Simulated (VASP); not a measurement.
## Ga: single point with PBE

Crystal: Ga.

```
CELL_PARAMETERS angstrom
-1.38440 1.38440 2.31122
1.38440 -1.38440 2.31122
1.38440 1.38440 -2.31122
ATOMIC_POSITIONS crystal
Ga 0.00000 0.00000 0.00000
```

```yaml
Program: VASP 6.6.1
Task: single point
Functional: PBE
Potentials_or_basis: VASP PAW PBE potentials, release 64 (Ga_d)
Cutoff: 500 eV
k_mesh: 5 × 5 × 5
Occupations: fermi-dirac, width 0.04 eV
Spin: no spin polarisation
```

```json
{
 "Pressure": "5.2 GPa"
}
```

Stress tensor (GPa, compression positive):
```
 2.32  0.00  0.00
 0.00  2.32  0.00
 0.00  0.00 10.88
```

Levels at points of the mesh, in eV from the Fermi level:
```tsv
k point	band 4	band 5	band 6	band 7	band 8	band 9
(0.00, 0.00, 0.00)	-15.27	-15.11	-11.91	12.32	12.63	12.63
```

It used 5.9 s of CPU time on 1 thread of AMD EPYC 7R13 Processor (Zen 3), with other jobs on the host.

Caveat: the k points lie up to 0.64 Å⁻¹ apart.
